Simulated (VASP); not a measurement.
# C in VASP: single point with PBE+D3(BJ)

Aim: the single point of C with PBE+D3(BJ).

Program: VASP 6.6.1. These are calculated values, not measurements. Logs are shortened: lines on timing, memory, paths and dates and some standing lists are left out, and cuts for length are marked.

**1. The cell of the first run**

The cell holds a slab with vacuum, 2 atoms: a = 2.465 Å, b = 2.465 Å, c = 26.002 Å, α = 90.00°, β = 90.00°, γ = 120.00°.

**2. Single point, PBE+D3(BJ) (a layer taken out of the bulk)**

Input file INCAR:

```
ALGO = Normal ; DIPOL = 0.5 0.5 0.500
EDIFF = 1E-6 ; ENCUT = 520
GGA = PE ; GGA_COMPAT = F
IDIPOL = 3 ; ISIF = 2
ISMEAR = 0 ; IVDW = 12
LASPH = T ; LCHARG = T
LDIPOL = T ; LELF = T
LREAL = F ; LVACPOTAV = T
LVHAR = T ; LWAVE = F
NBANDS = 11 ; NELM = 120
NELMDL = -8 ; PREC = Accurate
SIGMA = 0.1
```

Input file KPOINTS:

```
k-points
0
Gamma
  9 9 1
```

Input file POSCAR:

```
C
1.0
    2.4649588005      0.0000000000      0.0000000000
   -1.2324794002      2.1347169405      0.0000000000
    0.0000000000      0.0000000000     26.0024025620
C
2
Direct
    0.6666666667      0.3333333333      0.4999769006
    0.3333333333      0.6666666667      0.5000230994
```

Potentials or basis: VASP PAW PBE potentials, release 64 (C).

Launch:

```console
$ cat potpaw_PBE.64/C/POTCAR > POTCAR
$ mpirun -np 1 vasp_std > vasp.out
```

OUTCAR:

```text
EDIFF = 1E-6
   ENCUT = 520
   GGA = PE
   ISIF = 2
   ISMEAR = 0
   IVDW = 12
   LASPH = T
   LREAL = F
   NELM = 120
   NELMDL = -8
   PREC = Accurate
 IVDW          = 12

 ion  position               nearest neighbor table
   1  0.667  0.333  0.500-   2 1.42   2 1.42   2 1.42
   2  0.333  0.667  0.500-   1 1.42   1 1.42   1 1.42

  LATTYP: Found a hexagonal cell.
 ALAT       =     2.4649588005
 C/A-ratio  =    10.5488183237

  Lattice vectors:

 A1 = (   2.4649588005,   0.0000000000,   0.0000000000)
 A2 = (  -1.2324794002,   2.1347169405,   0.0000000000)
 A3 = (   0.0000000000,   0.0000000000,  26.0024025620)

Analysis of symmetry for initial positions (statically):
=====================================================================
 Subroutine PRICEL returns:
 Original cell was already a primitive cell.

 Routine SETGRP: Setting up the symmetry group for a
 hexagonal supercell.

 Subroutine GETGRP returns: Found 12 space group operations
 (whereof 12 operations were pure point group operations)
 out of a pool of 24 trial point group operations.

The static configuration has the point symmetry D_3d.

Analysis of symmetry for dynamics (positions and initial velocities):
=====================================================================
 Subroutine PRICEL returns:
 Original cell was already a primitive cell.

 Routine SETGRP: Setting up the symmetry group for a
 hexagonal supercell.

 Subroutine GETGRP returns: Found 12 space group operations
 (whereof 12 operations were pure point group operations)
 out of a pool of 24 trial point group operations.

The dynamic configuration has the point symmetry D_3d.

 Subroutine INISYM returns: Found 12 space group operations
 (whereof 12 operations are pure point group operations),
 and found     1 'primitive' translations

----------------------------------------------------------------------------------------

                                     Primitive cell

  volume of cell :     136.8244

  direct lattice vectors                    reciprocal lattice vectors
     2.464958800  0.000000000  0.000000000     0.405686294  0.234223091  0.000000000
    -1.232479400  2.134716941  0.000000000     0.000000000  0.468446182  0.000000000
     0.000000000  0.000000000 26.002402562     0.000000000  0.000000000  0.038457985

  length of vectors
     2.464958800  2.464958800 26.002402562     0.468446182  0.468446182  0.038457985

  position of ions in fractional coordinates (direct lattice)
     0.666666667  0.333333333  0.499976901
     0.333333333  0.666666667  0.500023099
[... 80 lines left out ...]
   EFERMI_NEDOS =   21; number of points for ismear=-14 and -15
   IALGO  =     38    algorithm
   IMIX   =      4    mixing-type and parameters
     AMIX     =   0.40;   BMIX     =  1.00
     AMIX_MAG =   1.60;   BMIX_MAG =  1.00
  volume/ion in A,a.u.               =      68.41       461.67
  Fermi-wavevector in a.u.,A,eV,Ry     =   0.635405  1.200741  5.493202  0.403739
  Thomas-Fermi vector in A             =   1.699727
   LORBIT       =      0    0 simple, 1 ext, 2 COOP (PROOUT), +10 PAW based schemes
   GGA     = PE    functional components
   LHFCALC =     F    Hartree Fock is set to
   AEXX    =    0.0000 exact exchange contribution
   IVDW    =    12    specifies the selected vdW correction
   LEPSILON=     F    determine dielectric tensor
   LRPA    =     F    only Hartree local field effects (RPA)
 non-spin polarized calculation
 Gauss-broadening in eV      SIGMA  =   0.10
  energy-cutoff  :      520.00
  volume of cell :      136.82
 maximum number of plane-waves:      3740
   NGX =  9   NGY =  9   NGZ = 97

 dipolmoment           0.000000      0.000000      0.000000 electrons x Angstroem

 number of electron       7.9999997 magnetization

 dipolmoment           0.000000      0.000000     -0.000000 electrons x Angstroem

 Free energy of the ion-electron system (eV)
  ---------------------------------------------------
  ext. energy  EPLUGINS =         0.00000000
  ---------------------------------------------------
  free energy    TOTEN  =       -18.43731715 eV

  energy without entropy =      -18.43453103  energy(sigma->0) =      -18.43592409

 E-fermi :  -3.0851     XC(G=0):  -1.6737

 val. band max:       -3.0850615626   @ k =   0.3333   0.3333   0.0000
 cond. band min:      -3.0850615578   @ k =   0.3333   0.3333   0.0000
 fundamental gap:      0.0000000048
 Fermi energy:        -3.0850615603

 k-point     1 :       0.0000    0.0000    0.0000
  band No.  band energies     occupation
      1     -22.6176      2.00000
      2     -10.7108      2.00000
      3      -6.1306      2.00000
      4      -6.1306      2.00000
      5       0.1734      0.00000
      6       0.9458      0.00000
      7       1.2149      0.00000
      8       1.6798      0.00000
      9       1.9656      0.00000
     10       2.8670      0.00000
     11       3.2682      0.00000
[... 141 lines left out ...]
 k-point    12 :       0.3333    0.3333    0.0000
  band No.  band energies     occupation
      1     -15.6892      2.00000
      2     -15.6892      2.00000
      3     -13.6536      2.00000
      4      -3.0851      1.00000
      5      -3.0851      1.00000
      6       7.5262      0.00000
      7       9.7999      0.00000
      8       9.7999      0.00000
      9      10.4055      0.00000
     10      11.7764      0.00000
     11      11.7832      0.00000

------------------------ aborting loop because EDIFF is reached ----------------------------------------

 vacuum level on the upper side and lower side of the slab       (xc-potential included)        -0.113        -0.113

 Edisp (eV)   -0.17719

 E8    (eV) :    -0.0555

  FORCE on cell =-STRESS in cart. coord.  units (eV):
  Direction    XX          YY          ZZ          XY          YZ          ZX
  --------------------------------------------------------------------------------------
  -------------------------------------------------------------------------------------
  Total       0.13966     0.13966    -0.01087     0.00000     0.00000     0.00000
  in kB       1.63539     1.63539    -0.12729     0.00000     0.00000     0.00000
  external pressure =        1.05 kB  Pullay stress =        0.00 kB

 VOLUME and BASIS-vectors are now :
 -----------------------------------------------------------------------------
  energy-cutoff  :      520.00
  volume of cell :      136.82
      direct lattice vectors                 reciprocal lattice vectors
     2.464958800  0.000000000  0.000000000     0.405686294  0.234223091  0.000000000
    -1.232479400  2.134716941  0.000000000     0.000000000  0.468446182  0.000000000
     0.000000000  0.000000000 26.002402562     0.000000000  0.000000000  0.038457985

 POSITION                                       TOTAL-FORCE (eV/Angst)
 -----------------------------------------------------------------------------------
      1.23248      0.71157     13.00060        -0.000000      0.000000      0.020059
     -0.00000      1.42314     13.00180         0.000000      0.000000     -0.020059
 -----------------------------------------------------------------------------------
    total drift:                               -0.000000     -0.000000      0.000000

  FREE ENERGIE OF THE ION-ELECTRON SYSTEM (eV)
  ---------------------------------------------------
  free  energy   TOTEN  =       -18.6145025895 eV

  energy  without entropy=      -18.6117164681  energy(sigma->0) =      -18.61310953

 vacuum level on the upper side and lower side of the slab         1.156         1.156
```

stdout:

```text
POSCAR found type information on POSCAR C
 POSCAR found :  1 types and       2 ions
 scaLAPACK will be used
 LDA part: xc-table for (Slater+PW92), standard interpolation
 POSCAR, INCAR and KPOINTS ok, starting setup
 FFT: planning ... GRIDC
 FFT: planning ... GRID_SOFT
 FFT: planning ... GRID
 WAVECAR not read
 entering main loop
```

Wall time 43 s (1 thread of AMD EPYC 7R13, shared host); peak memory 0.2 GiB.

Results:

* Free energy: -18.6145 eV
* Largest force: 0.020 eV/Å
* Band gap on the k mesh: zero (filled and empty bands touch)
* Dispersion energy per atom: -0.089 eV
* Work function of the upper face: 4.24 eV
* Work function of the lower face: 4.24 eV

Forces on the atoms (eV/Å):
```
C    0.000  0.000  0.020
C    0.000  0.000 -0.020
```

Caveat: the cell differs from its parent crystal (a layer taken out of the bulk).
